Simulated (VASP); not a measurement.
**TaTe: single point with PBE**

TaTe:

```
Ta Te
1.0
     3.42100    0.00000    0.00000
     0.00000    3.42100    0.00000
     0.00000    0.00000    3.42100
Ta Te
1 1
Direct
  0.50000 0.50000 0.50000
  0.00000 0.00000 0.00000
```

| Quantity | Value |
| --- | --- |
| Program | VASP 6.6.1 |
| Task | single point |
| Functional | PBE |
| Potentials or basis | VASP PAW PBE potentials, release 64 (Ta_pv, Te) |
| Cutoff | 520 eV |
| k mesh | 8 × 8 × 8 |
| Occupations | fermi-dirac, width 0.05 eV |
| Spin | no spin polarisation |
| Dipole correction | no |
| Further INCAR settings | ALGO = Normal; EDIFF = 1e-06; NBANDS = 16 |

```
Pressure : 0.0 GPa
```

Levels at points of the mesh, in eV from the Fermi level:
```tsv
k point	band 6	band 7	band 8	band 9	band 10	band 11	band 12	band 13
(0.00, 0.00, 0.00)	-2.82	-1.46	-1.46	-1.46	1.39	1.39	1.39	2.06
(0.50, 0.00, 0.00)	-2.96	-2.96	-1.99	1.58	2.71	4.40	5.04	5.24
(0.50, 0.50, 0.00)	-5.90	-3.41	-0.27	-0.27	0.48	1.45	3.11	3.51
(0.50, 0.50, 0.50)	-6.69	-6.69	1.50	1.50	1.50	3.25	3.25	4.52
```

Run time: 19 s on 1 thread of Intel(R) Xeon(R) Platinum 8488C (Sapphire Rapids), on a shared host, peak memory 0.16 GiB.

Caveat: spin-orbit coupling is left out, which moves the levels of the heavy elements.
